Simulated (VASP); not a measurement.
# AlNi (Pm) in VASP: further runs

Runs on AlNi. Level: PBE. Tasks: single point.

Everything below comes from runs of VASP 6.6.1. Logs are shortened: lines on timing, memory, paths and dates and some standing lists are left out, and cuts for length are marked.

### Step 1. The cell of the first run

It takes space group Pm (No. 6, monoclinic). Conventional cell: a = 2.889 Å, b = 2.889 Å, c = 2.900 Å, α = 90.00°, β = 90.00°, γ = 90.00°. Al (site symmetry m) has 8 Ni at 2.42 to 2.59 Å and 6 Al at 2.89 to 2.90 Å within 3.2 Å. Within 3.2 Å of Ni (site symmetry m) lie 8 Al at 2.42 to 2.59 Å and 6 Ni at 2.89 to 2.90 Å.

### Step 2. Single point, PBE (atoms displaced along several vibrational modes)

INCAR reads:

```
PREC = Accurate
ENCUT = 520
EDIFF = 1E-6
ISMEAR = 0
SIGMA = 0.15
LREAL = F
LASPH = T
NELM = 100
ALGO = Fast
ISIF = 2
LWAVE = F
LCHARG = F
GGA = PE
NBANDS = 14
```

KPOINTS reads:

```
regular mesh
0
Gamma
  16 16 16
```

POSCAR reads:

```
AlNi
1.0
    2.0426321522     -2.0425983492      0.0000000000
    2.0426321522      2.0425983492      0.0000000000
    0.0000000000      0.0000000000      2.9004437222
Al Ni
1 1
Direct
   -0.0276941742      0.0000000000     -0.0068954967
    0.5127310980      0.5000000000      0.5031698813
```

Potentials or basis: VASP PAW PBE potentials, release 64 (Al, Ni).

Run with:

```
cat potpaw_PBE.64/Al/POTCAR potpaw_PBE.64/Ni/POTCAR > POTCAR
mpirun -np 1 vasp_std > vasp.out
```

OUTCAR:

```text
PREC = Accurate
   ENCUT = 520
   EDIFF = 1E-6
   ISMEAR = 0
   LREAL = F
   LASPH = T
   NELM = 100
   ISIF = 2
   GGA = PE

 ion  position               nearest neighbor table
   1  0.972  0.000  0.993-   2 2.42   2 2.42   2 2.46   2 2.46   2 2.56   2 2.56   2 2.59   2 2.59

   2  0.513  0.500  0.503-   1 2.42   1 2.42   1 2.46   1 2.46   1 2.56   1 2.56   1 2.59   1 2.59

  LATTYP: Found a base centered orthorhombic cell.
 ALAT       =     4.0851966984
 B/A-ratio  =     1.0000165490
 C/A-ratio  =     0.7099887561

  Lattice vectors:

 A1 = (  -2.0426321522,  -2.0425983492,   0.0000000000)
 A2 = (   2.0426321522,  -2.0425983492,   0.0000000000)
 A3 = (   0.0000000000,   0.0000000000,   2.9004437222)

Analysis of symmetry for initial positions (statically):
=====================================================================
 Subroutine PRICEL returns:
 Original cell was already a primitive cell.

 Routine SETGRP: Setting up the symmetry group for a
 base centered orthorhombic supercell.

 Subroutine GETGRP returns: Found  1 space group operations
 (whereof  1 operations were pure point group operations)
 out of a pool of  8 trial point group operations.

The static configuration has the point symmetry C_1 .

Analysis of symmetry for dynamics (positions and initial velocities):
=====================================================================
 Subroutine PRICEL returns:
 Original cell was already a primitive cell.

 Routine SETGRP: Setting up the symmetry group for a
 base centered orthorhombic supercell.

 Subroutine GETGRP returns: Found  1 space group operations
 (whereof  1 operations were pure point group operations)
 out of a pool of  8 trial point group operations.

The dynamic configuration has the point symmetry C_1 .

 Subroutine INISYM returns: Found  1 space group operations
 (whereof  1 operations are pure point group operations),
 and found     1 'primitive' translations

----------------------------------------------------------------------------------------

                                     Primitive cell

  volume of cell :      24.2029

  direct lattice vectors                    reciprocal lattice vectors
     2.042632152 -2.042598349  0.000000000     0.244782204 -0.244786255  0.000000000
     2.042632152  2.042598349  0.000000000     0.244782204  0.244786255  0.000000000
     0.000000000  0.000000000  2.900443722     0.000000000  0.000000000  0.344774833

  length of vectors
     2.888694190  2.888694190  2.900443722     0.346177177  0.346177177  0.344774833

  position of ions in fractional coordinates (direct lattice)
     0.972305826  0.000000000  0.993104503
     0.512731098  0.500000000  0.503169881

  ion indices of the primitive-cell ions
   primitive index   ion index
                 1           1
                 2           2

----------------------------------------------------------------------------------------

 KPOINTS: regular mesh

Automatic generation of k-mesh.
 Grid dimensions read from file:
 generate k-points for:   16   16   16

 Generating k-lattice:

  Cartesian coordinates                     Fractional coordinates (reciprocal lattice)
     0.015298888 -0.015299141  0.000000000     0.062500000  0.000000000  0.000000000
     0.015298888  0.015299141  0.000000000     0.000000000  0.062500000  0.000000000
     0.000000000  0.000000000  0.021548427     0.000000000  0.000000000  0.062500000

  Length of vectors
     0.021636074  0.021636074  0.021548427

  Shift w.r.t. Gamma in fractional coordinates (k-lattice)
     0.000000000  0.000000000  0.000000000

 Subroutine IBZKPT returns following result:
 ===========================================

 Found   2052 irreducible k-points:

 Following reciprocal coordinates:
            Coordinates               Weight
  0.000000  0.000000  0.000000      1.000000
  0.062500  0.000000  0.000000      2.000000
  0.000000 -0.062500  0.000000      2.000000
  0.125000  0.000000  0.000000      2.000000
  0.000000 -0.125000  0.000000      2.000000
  0.187500  0.000000  0.000000      2.000000
[... 16 lines left out ...]
  0.250000  0.062500  0.000000      2.000000
 -0.062500 -0.250000  0.000000      2.000000
 [... further k-points ...]
   k-points           NKPTS =   2052   k-points in BZ     NKDIM =   2052   number of bands    NBANDS=     14
   number of dos      NEDOS =    301   number of ions     NIONS =      2
   total plane-waves  NPLWV =  13824
   dimension x,y,z NGX =    24 NGY =   24 NGZ =   24
   dimension x,y,z NGXF=    48 NGYF=   48 NGZF=   48
   ions per type =               1   1
   NGX,Y,Z   is equivalent  to a cutoff of  13.81, 13.81, 13.76 a.u.
   NGXF,Y,Z  is equivalent  to a cutoff of  27.62, 27.62, 27.51 a.u.
 SYSTEM =  unknown system
   PREC   = accura    normal or accurate (medium, high low for compatibility)
   ISTART =      0    job   : 0-new  1-cont  2-samecut
   ICHARG =      2    charge: 1-file 2-atom 10-const
   ISPIN  =      1    spin polarized calculation?
   LNONCOLLINEAR =      F non collinear calculations
   LSORBIT =      F    spin-orbit coupling
   LASPH  =      T    aspherical Exc in radial PAW
   ENCUT  =  520.0 eV  38.22 Ry    6.18 a.u.   5.37  5.37  5.39*2*pi/ulx,y,z
   NELM   =    100;   NELMIN=  2; NELMDL= -5     # of ELM steps
   EDIFF  = 0.1E-05   stopping-criterion for ELM
   LREAL  =      F    real-space projection
[... 7 lines left out ...]
   TEBEG  =    0.0;   TEEND  =   0.0 temperature during run
   PSTRESS=    0.0 pullay stress
   NELECT =      13.0000    total number of electrons
   NUPDOWN=      -1.0000    fix difference up-down
   EMIN   =  10.00;   EMAX   =-10.00  energy-range for DOS
   EFERMI =   0.00;   METHOD = LEGACY
   ISMEAR =     0;   SIGMA  =   0.15  broadening in eV -4-tet -1-fermi 0-gaus
   EFERMI_NEDOS =   21; number of points for ismear=-14 and -15
   IALGO  =     68    algorithm
   IMIX   =      4    mixing-type and parameters
     AMIX     =   0.40;   BMIX     =  1.00
     AMIX_MAG =   1.60;   BMIX_MAG =  1.00
  volume/ion in A,a.u.               =      12.10        81.66
  Fermi-wavevector in a.u.,A,eV,Ry     =   1.330761  2.514774 24.094898  1.770925
  Thomas-Fermi vector in A             =   2.459823
   LORBIT       =      0    0 simple, 1 ext, 2 COOP (PROOUT), +10 PAW based schemes
   GGA     = PE    functional components
   LHFCALC =     F    Hartree Fock is set to
   AEXX    =    0.0000 exact exchange contribution
   IVDW    =     0    specifies the selected vdW correction
   LEPSILON=     F    determine dielectric tensor
   LRPA    =     F    only Hartree local field effects (RPA)
 non-spin polarized calculation
 RMM-DIIS sequential band-by-band and
 Gauss-broadening in eV      SIGMA  =   0.15
  energy-cutoff  :      520.00
  volume of cell :       24.20
 maximum number of plane-waves:       672
 NGX is ok and might be reduce to    24
   NGX = 11   NGY = 11   NGZ = 11

 number of electron      13.0000003 magnetization

 Free energy of the ion-electron system (eV)
  ---------------------------------------------------
  ext. energy  EPLUGINS =         0.00000000
  ---------------------------------------------------
  free energy    TOTEN  =       -10.50221041 eV

  energy without entropy =      -10.49340969  energy(sigma->0) =      -10.49781005

 E-fermi :   9.8653     XC(G=0): -11.9866

 val. band max:        9.8564548167   @ k =  -0.1250  -0.3125  -0.3750
 cond. band min:       9.8686457234   @ k =   0.5000   0.3125   0.4375
 fundamental gap:      0.0121909068
 Fermi energy:         9.8652890647

 k-point     1 :       0.0000    0.0000    0.0000
  band No.  band energies     occupation
      1      -1.1814      2.00000
      2       6.6762      2.00000
      3       6.6916      2.00000
      4       8.3260      2.00000
      5       8.3398      2.00000
      6       8.3513      2.00000
      7      15.2242      0.00000
      8      15.3674      0.00000
      9      15.3772      0.00000
     10      17.9534      0.00000
     11      17.9896      0.00000
     12      23.2997      0.00000
     13      30.5004      0.00000
     14      30.6231      0.00000

 k-point     2 :       0.0625    0.0000    0.0000
  band No.  band energies     occupation
      1      -1.1099      2.00000
      2       6.6864      2.00000
      3       6.6932      2.00000
      4       8.3084      2.00000
      5       8.3175      2.00000
      6       8.3323      2.00000
      7      14.5825      0.00000
      8      15.3207      0.00000
      9      15.4615      0.00000
     10      17.9653      0.00000
     11      18.6984      0.00000
     12      23.5530      0.00000
     13      29.6756      0.00000
     14      29.7826      0.00000

 k-point     3 :       0.0000   -0.0625    0.0000
  band No.  band energies     occupation
      1      -1.1098      2.00000
      2       6.6748      2.00000
      3       6.7051      2.00000
      4       8.2936      2.00000
      5       8.3206      2.00000
      6       8.3438      2.00000
      7      14.5633      0.00000
      8      15.3203      0.00000
      9      15.4901      0.00000
     10      17.9701      0.00000
     11      18.6792      0.00000
     12      23.5584      0.00000
     13      29.7326      0.00000
     14      29.8008      0.00000
[... 324 lines left out ...]
 k-point    23 :       0.2500    0.0625    0.0000
  band No.  band energies     occupation
      1       0.0152      2.00000
      2       6.3310      2.00000
      3       6.9038      2.00000
      4       7.9401      2.00000
      5       7.9663      2.00000
      6       8.3425      2.00000
      7      10.7581      0.00000
      8      15.8296      0.00000
      9      16.7155      0.00000
     10      18.6419      0.00000
     11      21.8388      0.00000
     12      24.4972      0.00000
     13      25.2689      0.00000
     14      27.4446      0.00000

 k-point    24 :      -0.0625   -0.2500    0.0000
  band No.  band energies     occupation
      1       0.0169      2.00000
      2       6.3251      2.00000
      3       6.9146      2.00000
      4       7.9404      2.00000
      5       7.9506      2.00000
      6       8.3552      2.00000
      7      10.7453      0.00000
      8      15.8448      0.00000
      9      16.7227      0.00000
     10      18.6533      0.00000
     11      21.7679      0.00000
     12      24.5233      0.00000
     13      25.2845      0.00000
     14      27.6543      0.00000

 [... further k-points ...]
[... 5 lines left out ...]
  --------------------------------------------------------------------------------------
  -------------------------------------------------------------------------------------
  Total        0.1319470      0.1325129      0.1279328      0.0480267     -0.0508669      0.0508587
  in kB        8.7345881      8.7720497      8.4688607      3.1792581     -3.3672709      3.3667278
  external PRESSURE =       8.6584995 kB  Pullay stress =       0.0000000 kB

 VOLUME and BASIS-vectors are now :
 -----------------------------------------------------------------------------
  energy-cutoff  :      520.00
  volume of cell :       24.20
      direct lattice vectors                 reciprocal lattice vectors
     2.042632152 -2.042598349  0.000000000     0.244782204 -0.244786255  0.000000000
     2.042632152  2.042598349  0.000000000     0.244782204  0.244786255  0.000000000
     0.000000000  0.000000000  2.900443722     0.000000000  0.000000000  0.344774833

 POSITION                                       TOTAL-FORCE (eV/Angst)
 -----------------------------------------------------------------------------------
      1.98606     -1.98603      2.88044         0.471982     -0.472047      0.174508
      2.06864     -0.02600      1.45942        -0.471982      0.472047     -0.174508
 -----------------------------------------------------------------------------------
    total drift:                               -0.000064      0.000063     -0.000318

  FREE ENERGIE OF THE ION-ELECTRON SYSTEM (eV)
  ---------------------------------------------------
  free  energy   TOTEN  =       -10.5022104070 eV

  energy  without entropy=      -10.4934096863  energy(sigma->0) =      -10.49781005
```

Wall time 3.5 min (1 thread of Intel Xeon 6975P-C (Granite Rapids), shared host); peak memory 0.77 GiB.

Results:

- Free energy: -10.5022 eV
- Pressure: 0.9 GPa
- Largest force: 0.690 eV/Å
- Band gap on the k mesh: zero (an odd number of electrons rules out a gap without spin polarisation)

Forces on the atoms (eV/Å):
```
Al   0.472 -0.472  0.175
Ni  -0.472  0.472 -0.175
```

Levels at points of the mesh, in eV from the Fermi level:
```csv
k point,band 3,band 4,band 5,band 6,band 7,band 8,band 9,band 10,band 11,band 12
"(0.00, 0.00, 0.00)",-3.17,-1.54,-1.53,-1.51,5.36,5.50,5.51,8.09,8.12,13.43
"(0.50, 0.00, 0.00)",-2.72,-2.22,-2.20,-1.45,-0.63,8.30,9.81,9.94,10.77,10.89
"(0.00, 0.50, 0.00)",-2.71,-2.24,-2.20,-1.44,-0.64,8.28,9.89,10.08,10.70,10.73
"(0.50, 0.50, 0.00)",-2.84,-2.75,-2.07,-2.05,-1.00,1.49,2.42,12.10,14.85,14.90
"(0.00, 0.00, 0.50)",-2.72,-2.22,-2.20,-1.43,-0.67,8.29,10.00,10.06,10.69,10.79
"(0.50, 0.00, 0.50)",-2.87,-2.76,-2.05,-2.04,-1.01,1.45,2.39,12.20,15.01,15.05
"(0.00, 0.50, 0.50)",-2.90,-2.88,-2.00,-1.99,-1.01,1.44,2.39,12.23,14.58,14.61
"(0.50, 0.50, 0.50)",-4.03,-0.98,-0.97,1.97,1.98,2.04,3.45,4.42,4.44,4.54
```

Caveat: the cell differs from its parent crystal (atoms displaced along several vibrational modes).

### Step 3. Single point, PBE (atoms displaced along several vibrational modes)

INCAR reads:

```
PREC = Accurate
ENCUT = 520
EDIFF = 1E-6
ISMEAR = 0
SIGMA = 0.15
LREAL = False
LASPH = True
NELM = 100
ALGO = Fast
ISIF = 2
LWAVE = False
LCHARG = True
GGA = PE
LELF = True
LVHAR = True
NBANDS = 14
```

KPOINTS is that of step 2.

POSCAR reads:

```
AlNi
1.0
    2.0426321522     -2.0425983492      0.0000000000
    2.0426321522      2.0425983492      0.0000000000
    0.0000000000      0.0000000000      2.9004437222
Al Ni
1 1
Direct
   -0.0207706306      0.0000000000     -0.0137909933
    0.5095483235      0.5000000000      0.5063397625
```

Potentials or basis: VASP PAW PBE potentials, release 64 (Al, Ni).

Run with:

```
cat potpaw_PBE.64/Al/POTCAR potpaw_PBE.64/Ni/POTCAR > POTCAR
mpirun -np 1 vasp_std > vasp.out
```

Run time: 5 min. Hardware: 1 thread of Intel Xeon Platinum 8488C (Sapphire Rapids), shared host; peak memory 0.77 GiB.

Results (log left out):

* Free energy: -10.5118 eV
* Pressure: 0.7 GPa
* Largest force: 0.610 eV/Å
* Band gap on the k mesh: zero (an odd number of electrons rules out a gap without spin polarisation)

Forces on the atoms (eV/Å):
```
Al   0.357 -0.357  0.342
Ni  -0.357  0.357 -0.342
```

Stress tensor (GPa, compression positive):
```
 0.78  0.18  0.51
 0.18  0.78 -0.51
 0.51 -0.51  0.48
```

Levels at points of the mesh, in eV from the Fermi level:
```csv
k point,band 4,band 5,band 6,band 7,band 8,band 9,band 10,band 11
"(0.00, 0.00, 0.00)",-1.53,-1.52,-1.51,5.36,5.50,5.51,8.08,8.12
"(0.50, 0.00, 0.00)",-2.22,-2.21,-1.45,-0.63,8.29,9.85,9.97,10.72
"(0.00, 0.50, 0.00)",-2.24,-2.21,-1.44,-0.64,8.28,9.90,10.05,10.68
"(0.50, 0.50, 0.00)",-2.79,-2.05,-2.04,-1.00,1.48,2.42,12.10,14.75
"(0.00, 0.00, 0.50)",-2.21,-2.20,-1.43,-0.66,8.28,9.98,10.01,10.75
"(0.50, 0.00, 0.50)",-2.79,-2.05,-2.04,-1.01,1.45,2.39,12.19,15.01
"(0.00, 0.50, 0.50)",-2.87,-2.02,-2.01,-1.01,1.44,2.39,12.21,14.71
"(0.50, 0.50, 0.50)",-0.98,-0.97,1.99,1.99,2.02,3.48,4.41,4.41
```

Caveat: the cell differs from its parent crystal (atoms displaced along several vibrational modes).

### Step 4. Single point, PBE (atoms displaced along several vibrational modes)

INCAR reads:

```
SYSTEM = AlNi
PREC     = Accurate       ! precision mode
ENCUT    = 520            ! plane-wave cutoff, eV
EDIFF    = 1E-7           ! SCF threshold, eV
ISMEAR   = 0              ! smearing method
SIGMA    = 0.15           ! smearing width, eV
LREAL    = .FALSE.        ! projectors in reciprocal space
LASPH    = .TRUE.         ! aspherical terms in the spheres
NELM     = 80             ! most SCF steps
ALGO     = Fast           ! electronic algorithm
ISIF     = 2              ! what is computed and relaxed
LWAVE    = .FALSE.        ! write WAVECAR
LCHARG   = .TRUE.         ! write CHGCAR
GGA      = PE             ! functional
LELF     = .TRUE.         ! ELF
LVHAR    = .TRUE.       
NBANDS   = 14             ! bands
```

KPOINTS reads:

```
Automatic mesh
0
G
  16 16 16
  0 0 0
```

POSCAR reads:

```
AlNi
1.0
    2.0426321522     -2.0425983492      0.0000000000
    2.0426321522      2.0425983492      0.0000000000
    0.0000000000      0.0000000000      2.9004437222
Al Ni
1 1
Direct
   -0.0069235435      0.0000000000     -0.0275819866
    0.5031827745      0.5000000000      0.5126795250
```

Run with:

```
cat potpaw_PBE.64/Al/POTCAR potpaw_PBE.64/Ni/POTCAR > POTCAR
mpirun -np 1 vasp_std > vasp.out
```

It took 6.4 min on 1 thread of Intel Xeon Platinum 8488C (Sapphire Rapids), shared host; peak memory 0.77 GiB.

It converged, with:

```
Free energy            : -10.5021 eV
Pressure               : 1.0 GPa
Largest force          : 0.691 eV/Å
Band gap on the k mesh : zero (an odd number of electrons rules out a gap without spin polarisation)
```

Forces on the atoms (eV/Å):
```
Al   0.123 -0.123  0.669
Ni  -0.123  0.123 -0.669
```

Stress tensor (GPa, compression positive):
```
 1.31  0.02  0.34
 0.02  1.32 -0.34
 0.34 -0.34  0.37
```

Levels at points of the mesh, in eV from the Fermi level:
| k point | band 5 | band 6 | band 7 | band 8 | band 9 | band 10 |
| --- | --- | --- | --- | --- | --- | --- |
| (0.00, 0.00, 0.00) | -1.53 | -1.52 | 5.37 | 5.50 | 5.50 | 8.09 |
| (0.50, 0.00, 0.00) | -2.22 | -1.44 | -0.64 | 8.28 | 9.94 | 10.02 |
| (0.00, 0.50, 0.00) | -2.22 | -1.44 | -0.64 | 8.28 | 9.94 | 10.02 |
| (0.50, 0.50, 0.00) | -2.01 | -2.01 | -1.00 | 1.47 | 2.42 | 12.13 |
| (0.00, 0.00, 0.50) | -2.20 | -1.44 | -0.66 | 8.30 | 9.92 | 9.93 |
| (0.50, 0.00, 0.50) | -2.06 | -2.03 | -1.01 | 1.45 | 2.39 | 12.20 |
| (0.00, 0.50, 0.50) | -2.05 | -2.03 | -1.01 | 1.45 | 2.39 | 12.20 |
| (0.50, 0.50, 0.50) | -0.97 | 1.98 | 1.98 | 2.03 | 3.46 | 4.41 |

Caveat: the cell differs from its parent crystal (atoms displaced along several vibrational modes).

### Step 5. Summary

| cell | further INCAR settings | gap on the mesh (eV) | pressure (GPa) | largest force (eV/Å) |
| --- | --- | --- | --- | --- |
| as given, atomic positions A | ALGO = Fast; EDIFF = 1e-06; NBANDS = 14 | none | 0.9 | 0.69 |
| as given, atomic positions B | ALGO = Fast; EDIFF = 1e-06; NBANDS = 14 | none | 0.7 | 0.61 |
| as given, atomic positions C | ALGO = Fast; EDIFF = 1e-07; NBANDS = 14 | none | 1.0 | 0.69 |

Alike in all rows: task single point; level PBE; potentials or basis VASP PAW PBE potentials, release 64 (Al, Ni); no spin polarisation; k mesh 16 × 16 × 16; cutoff (eV) 520; smearing gaussian 0.15 eV.

Total energies depend on the potentials used, so only differences within one code and one set of settings carry meaning.
